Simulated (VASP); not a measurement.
# SrIrO3 (Pm-3m) in VASP: single point with LDA

Aim: the single point of SrIrO3 with LDA.

Everything below comes from runs of VASP 6.6.1. Logs are shortened: lines on timing, memory, paths and dates and some standing lists are left out, and cuts for length are marked.

### 1 The cell of the first run

It takes space group Pm-3m (No. 221, cubic). Conventional cell: a = 3.906 Å, b = 3.906 Å, c = 3.906 Å, α = 90.00°, β = 90.00°, γ = 90.00°. Sr (site symmetry m-3m) has 12 O at 2.76 Å and 8 Ir at 3.38 Å within 3.6 Å. Within 2.6 Å of Ir (site symmetry m-3m) lie 6 O at 1.95 Å. O (site symmetry 4/mmm) has 2 Ir at 1.95 Å within 2.6 Å.

### 2 Single point, LDA

The input, INCAR:

```
  PREC = Accurate
  ENCUT = 700
  EDIFF = 1E-6
  ISMEAR = -1
  SIGMA = 0.1
  LREAL = False
  LASPH = True
  NELM = 120
  ALGO = Normal
  ISIF = 2
  LWAVE = False
  LCHARG = False
  NBANDS = 30
  GGA_COMPAT = False
```

The input, KPOINTS:

```
regular mesh
0
Gamma
  6 6 6
```

The input, POSCAR:

```
SrIrO3
1.0
    3.9057083778      0.0000000000      0.0000000000
    0.0000000000      3.9057078804      0.0000000000
    0.0000000000      0.0000000000      3.9057083778
Sr Ir O
1 1 3
Direct
    0.0000000000      0.0000000000      0.0000000000
    0.5000000000      0.5000000000      0.5000000000
    0.5000000000      0.5000000000      0.0000000000
    0.5000000000      0.0000000000      0.5000000000
    0.0000000000      0.5000000000      0.5000000000
```

Potentials or basis: VASP PAW LDA potentials, release 64 (Sr_sv, Ir_sv_GW, O).

Started as:

```sh
cat potpaw_LDA.64/Sr_sv/POTCAR potpaw_LDA.64/Ir_sv_GW/POTCAR potpaw_LDA.64/O/POTCAR > POTCAR
mpirun -np 1 vasp_std > vasp.out
```

OUTCAR:

```text
PREC = Accurate
   ENCUT = 700
   EDIFF = 1E-6
   ISMEAR = -1
   LREAL = False
   LASPH = True
   NELM = 120
   ISIF = 2

 ion  position               nearest neighbor table
   1  0.000  0.000  0.000-   3 2.76   5 2.76   5 2.76   3 2.76   5 2.76   5 2.76   3 2.76   3 2.76
                             4 2.76   4 2.76   4 2.76   4 2.76   2 3.38   2 3.38   2 3.38   2 3.38
   2  0.500  0.500  0.500-   4 1.95   4 1.95   5 1.95   3 1.95   3 1.95   5 1.95   1 3.38   1 3.38
                             1 3.38   1 3.38   1 3.38   1 3.38   1 3.38   1 3.38
   3  0.500  0.500  0.000-   2 1.95   2 1.95   1 2.76   1 2.76   1 2.76   1 2.76
   4  0.500  0.000  0.500-   2 1.95   2 1.95   1 2.76   1 2.76   1 2.76   1 2.76
   5  0.000  0.500  0.500-   2 1.95   2 1.95   1 2.76   1 2.76   1 2.76   1 2.76

  LATTYP: Found a simple cubic cell.
 ALAT       =     3.9057083778

  Lattice vectors:

 A1 = (   3.9057083778,   0.0000000000,   0.0000000000)
 A2 = (   0.0000000000,   3.9057078804,   0.0000000000)
 A3 = (   0.0000000000,   0.0000000000,   3.9057083778)

Analysis of symmetry for initial positions (statically):
=====================================================================
 Subroutine PRICEL returns:
 Original cell was already a primitive cell.

 Routine SETGRP: Setting up the symmetry group for a
 simple cubic supercell.

 Subroutine GETGRP returns: Found 48 space group operations
 (whereof 48 operations were pure point group operations)
 out of a pool of 48 trial point group operations.

The static configuration has the point symmetry O_h .

Analysis of symmetry for dynamics (positions and initial velocities):
=====================================================================
 Subroutine PRICEL returns:
 Original cell was already a primitive cell.

 Routine SETGRP: Setting up the symmetry group for a
 simple cubic supercell.

 Subroutine GETGRP returns: Found 48 space group operations
 (whereof 48 operations were pure point group operations)
 out of a pool of 48 trial point group operations.

The dynamic configuration has the point symmetry O_h .

 Subroutine INISYM returns: Found 48 space group operations
 (whereof 48 operations are pure point group operations),
 and found     1 'primitive' translations

----------------------------------------------------------------------------------------

                                     Primitive cell

  volume of cell :      59.5798

  direct lattice vectors                    reciprocal lattice vectors
     3.905708378  0.000000000  0.000000000     0.256035501  0.000000000  0.000000000
     0.000000000  3.905707880  0.000000000     0.000000000  0.256035533  0.000000000
     0.000000000  0.000000000  3.905708378     0.000000000  0.000000000  0.256035501

  length of vectors
     3.905708378  3.905707880  3.905708378     0.256035501  0.256035533  0.256035501

  position of ions in fractional coordinates (direct lattice)
     0.000000000  0.000000000  0.000000000
     0.500000000  0.500000000  0.500000000
     0.500000000  0.500000000  0.000000000
     0.500000000  0.000000000  0.500000000
     0.000000000  0.500000000  0.500000000

  ion indices of the primitive-cell ions
   primitive index   ion index
                 1           1
                 2           2
                 3           3
                 4           4
                 5           5

----------------------------------------------------------------------------------------

 KPOINTS: regular mesh

Automatic generation of k-mesh.
 Grid dimensions read from file:
 generate k-points for:    6    6    6

 Generating k-lattice:

  Cartesian coordinates                     Fractional coordinates (reciprocal lattice)
     0.042672583  0.000000000  0.000000000     0.166666667  0.000000000  0.000000000
     0.000000000  0.042672589  0.000000000     0.000000000  0.166666667  0.000000000
     0.000000000  0.000000000  0.042672583     0.000000000  0.000000000  0.166666667

  Length of vectors
     0.042672583  0.042672589  0.042672583

  Shift w.r.t. Gamma in fractional coordinates (k-lattice)
     0.000000000  0.000000000  0.000000000

 Subroutine IBZKPT returns following result:
 ===========================================

 Found     20 irreducible k-points:

 Following reciprocal coordinates:
            Coordinates               Weight
  0.000000  0.000000  0.000000      1.000000
  0.166667  0.000000  0.000000      6.000000
  0.333333  0.000000  0.000000      6.000000
  0.500000  0.000000  0.000000      3.000000
  0.166667  0.166667  0.000000     12.000000
  0.333333  0.166667  0.000000     24.000000
[... 12 lines left out ...]
  0.500000  0.500000  0.333333      6.000000
  0.500000  0.500000  0.500000      1.000000
   k-points           NKPTS =     20   k-points in BZ     NKDIM =     20   number of bands    NBANDS=     30
   number of dos      NEDOS =    301   number of ions     NIONS =      5
   total plane-waves  NPLWV =  46656
   dimension x,y,z NGX =    36 NGY =   36 NGZ =   36
   dimension x,y,z NGXF=    72 NGYF=   72 NGZF=   72
   ions per type =               1   1   3
   NGX,Y,Z   is equivalent  to a cutoff of  15.32, 15.32, 15.32 a.u.
   NGXF,Y,Z  is equivalent  to a cutoff of  30.65, 30.65, 30.65 a.u.
 SYSTEM =  unknown system
   PREC   = accura    normal or accurate (medium, high low for compatibility)
   ISTART =      0    job   : 0-new  1-cont  2-samecut
   ICHARG =      2    charge: 1-file 2-atom 10-const
   ISPIN  =      1    spin polarized calculation?
   LNONCOLLINEAR =      F non collinear calculations
   LSORBIT =      F    spin-orbit coupling
   LASPH  =      T    aspherical Exc in radial PAW
   ENCUT  =  700.0 eV  51.45 Ry    7.17 a.u.   8.43  8.43  8.43*2*pi/ulx,y,z
   NELM   =    120;   NELMIN=  2; NELMDL= -5     # of ELM steps
   EDIFF  = 0.1E-05   stopping-criterion for ELM
   LREAL  =      F    real-space projection
   EDIFFG = 0.1E-04   stopping-criterion for IOM
   NSW    =      0    number of steps for IOM
   IBRION =     -1    ionic relax: 0-MD 1-quasi-New 2-CG
   NFREE  =      0    steps in history (QN), initial steepest desc. (CG)
   ISIF   =      2    stress and relaxation
   ISYM   =      2    0-nonsym 1-usesym 2-fastsym
   POTIM  = 0.5000    time-step for ionic-motion
   TEBEG  =    0.0;   TEEND  =   0.0 temperature during run
   PSTRESS=    0.0 pullay stress
   NELECT =      45.0000    total number of electrons
   NUPDOWN=      -1.0000    fix difference up-down
   EMIN   =  10.00;   EMAX   =-10.00  energy-range for DOS
   EFERMI =   0.00;   METHOD = LEGACY
   ISMEAR =    -1;   SIGMA  =   0.10  broadening in eV -4-tet -1-fermi 0-gaus
   EFERMI_NEDOS =   21; number of points for ismear=-14 and -15
   IALGO  =     38    algorithm
   IMIX   =      4    mixing-type and parameters
     AMIX     =   0.40;   BMIX     =  1.00
     AMIX_MAG =   1.60;   BMIX_MAG =  1.00
  volume/ion in A,a.u.               =      11.92        80.41
  Fermi-wavevector in a.u.,A,eV,Ry     =   1.490891  2.817375 30.242428  2.222756
  Thomas-Fermi vector in A             =   2.603615
   LORBIT       =      0    0 simple, 1 ext, 2 COOP (PROOUT), +10 PAW based schemes
   GGA     = CA    functional components
   LHFCALC =     F    Hartree Fock is set to
   AEXX    =    0.0000 exact exchange contribution
   IVDW    =     0    specifies the selected vdW correction
   LEPSILON=     F    determine dielectric tensor
   LRPA    =     F    only Hartree local field effects (RPA)
 non-spin polarized calculation
  energy-cutoff  :      700.00
  volume of cell :       59.58
 maximum number of plane-waves:      2522
 NGX is ok and might be reduce to    36
   NGX = 17   NGY = 17   NGZ = 17

 number of electron      45.0000003 magnetization

 Free energy of the ion-electron system (eV)
  ---------------------------------------------------
  ext. energy  EPLUGINS =         0.00000000
  ---------------------------------------------------
  free energy    TOTEN  =       -38.20978861 eV

  energy without entropy =      -38.08948820  energy(sigma->0) =      -38.14963840

 E-fermi :   6.4146     XC(G=0): -12.2540

 val. band max:        6.3869386122   @ k =   0.5000   0.5000   0.1667
 cond. band min:       6.4200058890   @ k =   0.5000   0.3333   0.3333
 fundamental gap:      0.0330672768
 Fermi energy:         6.4146156528

 k-point     1 :       0.0000    0.0000    0.0000
  band No.  band energies     occupation
      1     -87.0728      2.00000
      2     -44.1561      2.00000
      3     -44.1561      2.00000
      4     -44.1561      2.00000
      5     -27.9729      2.00000
      6     -13.7158      2.00000
[... 22 lines left out ...]
     29      12.8352      0.00000
     30      12.8352      0.00000

 k-point     2 :       0.1667    0.0000    0.0000
  band No.  band energies     occupation
      1     -87.0727      2.00000
      2     -44.1591      2.00000
      3     -44.1559      2.00000
      4     -44.1559      2.00000
      5     -27.9662      2.00000
      6     -13.6930      2.00000
[... 22 lines left out ...]
     29      12.7073      0.00000
     30      13.0822      0.00000

 k-point     3 :       0.3333    0.0000    0.0000
  band No.  band energies     occupation
      1     -87.0727      2.00000
      2     -44.1651      2.00000
      3     -44.1556      2.00000
      4     -44.1556      2.00000
      5     -27.9527      2.00000
      6     -13.7418      2.00000
[... 22 lines left out ...]
     29      12.5280      0.00000
     30      13.5288      0.00000

 k-point     4 :       0.5000    0.0000    0.0000
  band No.  band energies     occupation
      1     -87.0727      2.00000
      2     -44.1680      2.00000
      3     -44.1554      2.00000
      4     -44.1554      2.00000
      5     -27.9460      2.00000
      6     -13.7945      2.00000
[... 484 lines left out ...]
     29      13.3393      0.00000
     30      14.0183      0.00000

 k-point    19 :       0.5000    0.5000    0.3333
  band No.  band energies     occupation
      1     -87.0726      2.00000
      2     -44.1667      2.00000
      3     -44.1667      2.00000
      4     -44.1636      2.00000
      5     -27.9104      2.00000
      6     -12.3063      2.00000
[... 22 lines left out ...]
     29      13.5984      0.00000
     30      14.2891      0.00000

 k-point    20 :       0.5000    0.5000    0.5000
  band No.  band energies     occupation
      1     -87.0726      2.00000
      2     -44.1665      2.00000
      3     -44.1665      2.00000
      4     -44.1665      2.00000
      5     -27.9054      2.00000
      6     -12.0228      2.00000
[... 22 lines left out ...]
     29      14.1316      0.00000
     30      14.1624      0.00000

------------------------ aborting loop because EDIFF is reached ----------------------------------------

  FORCE on cell =-STRESS in cart. coord.  units (eV):
  Direction    XX          YY          ZZ          XY          YZ          ZX
  --------------------------------------------------------------------------------------
  -------------------------------------------------------------------------------------
  Total        0.2717658      0.2717657      0.2717658     -0.0000000     -0.0000000      0.0000000
  in kB        7.3081243      7.3081225      7.3081243     -0.0000000     -0.0000000      0.0000000
  external PRESSURE =       7.3081237 kB  Pullay stress =       0.0000000 kB

 VOLUME and BASIS-vectors are now :
 -----------------------------------------------------------------------------
  energy-cutoff  :      700.00
  volume of cell :       59.58
      direct lattice vectors                 reciprocal lattice vectors
     3.905708378  0.000000000  0.000000000     0.256035501  0.000000000  0.000000000
     0.000000000  3.905707880  0.000000000     0.000000000  0.256035533  0.000000000
     0.000000000  0.000000000  3.905708378     0.000000000  0.000000000  0.256035501

 POSITION                                       TOTAL-FORCE (eV/Angst)
 -----------------------------------------------------------------------------------
      0.00000      0.00000      0.00000         0.000000      0.000000      0.000000
      1.95285      1.95285      1.95285         0.000000      0.000000      0.000000
      1.95285      1.95285      0.00000         0.000000      0.000000      0.000000
      1.95285      0.00000      1.95285         0.000000      0.000000      0.000000
      0.00000      1.95285      1.95285         0.000000      0.000000      0.000000
 -----------------------------------------------------------------------------------
    total drift:                                0.000000      0.000000      0.000000

  FREE ENERGIE OF THE ION-ELECTRON SYSTEM (eV)
  ---------------------------------------------------
  free  energy   TOTEN  =       -38.2097886112 eV

  energy  without entropy=      -38.0894881973  energy(sigma->0) =      -38.14963840
```

Wall time 24 s (1 thread of Intel Xeon 6975P-C (Granite Rapids), shared host); peak memory 0.21 GiB.

Results:

```
Free energy            : -38.2098 eV
Pressure               : 0.7 GPa
Band gap on the k mesh : zero (an odd number of electrons rules out a gap without spin polarisation)
```

Levels at points of the mesh, in eV from the Fermi level:
| k point | band 19 | band 20 | band 21 | band 22 | band 23 | band 24 | band 25 | band 26 | band 27 | band 28 |
| --- | --- | --- | --- | --- | --- | --- | --- | --- | --- | --- |
| (0.00, 0.00, 0.00) | -3.48 | -3.48 | -3.04 | -3.04 | -3.04 | -0.23 | -0.23 | 3.25 | 3.25 | 3.62 |
| (0.50, 0.00, 0.00) | -3.50 | -3.45 | -3.45 | -0.21 | -0.10 | -0.10 | 2.74 | 5.17 | 5.28 | 5.92 |
| (0.50, 0.50, 0.00) | -3.89 | -2.34 | -0.18 | -0.18 | 0.29 | 1.11 | 5.75 | 6.20 | 6.33 | 7.57 |
| (0.50, 0.50, 0.50) | -2.25 | -2.25 | 0.67 | 0.67 | 0.67 | 4.67 | 4.67 | 4.67 | 6.33 | 6.33 |

Caveat: spin-orbit coupling is left out, which moves the levels of the heavy elements; an odd number of electrons without spin polarisation forces a metal; a magnetic or distorted state may lie lower.

The gap in the log of VASP goes by the Fermi energy; the results here count the filled bands.